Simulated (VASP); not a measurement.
Wanted: the native input for a VASP 6.6.1 run.

```yaml
Task: single point
Functional: r2SCAN
Potentials_or_basis: VASP PAW PBE potentials, release 64 (Ga_d, N_h)
Cutoff: 1460 eV
k_mesh: 10 × 10 × 10
Occupations: gaussian, width 0.01 eV
Spin: no spin polarisation
Dipole_correction: no
Further_INCAR_settings: ALGO = Normal; EDIFF = 1e-06; NBANDS = 16
```

GaN:

```
Ga N
1.0
     2.24146    2.24146    0.00000
    -2.24146    2.24146    0.00000
     0.00000    2.24146    2.24146
Ga N
1 1
Direct
  0.00000 0.00000 0.00000
  0.25000 0.75000 0.50000
```

One way to write it, as run:

POSCAR

```
GaN
1.0
    2.2414625340      2.2414625340      0.0000000000
   -2.2414625340      2.2414625340      0.0000000000
    0.0000000000      2.2414625340      2.2414625340
Ga N
1 1
Direct
    0.0000000000      0.0000000000      0.0000000000
    0.2500000000      0.7500000000      0.5000000000
```

INCAR.step1

```
SYSTEM = GaN
ALGO = Normal ; EDIFF = 1E-5
ENCUT = 1460 ; GGA = PE
GGA_COMPAT = .FALSE. ; ISMEAR = 0
LASPH = .TRUE. ; LCHARG = .FALSE.
LREAL = .FALSE. ; LWAVE = .TRUE.
NBANDS = 16 ; NELM = 120
PREC = Accurate ; SIGMA = 0.01
```

INCAR.step2

```
SYSTEM = GaN
ALGO = Normal ; EDIFF = 1E-6
ENCUT = 1460 ; GGA_COMPAT = .FALSE.
ISIF = 2 ; ISMEAR = 0
ISTART = 1 ; LASPH = .TRUE.
LCHARG = .FALSE. ; LMIXTAU = .TRUE.
LREAL = .FALSE. ; LWAVE = .FALSE.
METAGGA = R2SCAN ; NBANDS = 16
NELM = 120 ; PREC = Accurate
SIGMA = 0.01
```

KPOINTS

```
k-points
0
G
  10 10 10
  0 0 0
```

Potentials or basis: VASP PAW PBE potentials, release 64 (Ga_d, N_h).

Launch:

```bash
$ cat potpaw_PBE.64/Ga_d/POTCAR potpaw_PBE.64/N_h/POTCAR > POTCAR
$ cp INCAR.step1 INCAR
$ mpirun -np 1 vasp_std > vasp.out
$ cp INCAR.step2 INCAR
$ mpirun -np 1 vasp_std > vasp.out
```

Results of the run:

```yaml
Pressure: 3.0 GPa
Band_gap_on_the_k_mesh: 2.22 eV
```

Caveat: the cell stands under pressure; the PAW data sets were made with another functional, which shifts forces and pressure a little.

Wall time 110 s on 1 thread of Intel(R) Xeon(R) 6975P-C (Granite Rapids) (shared host), peak memory 0.32 GiB.
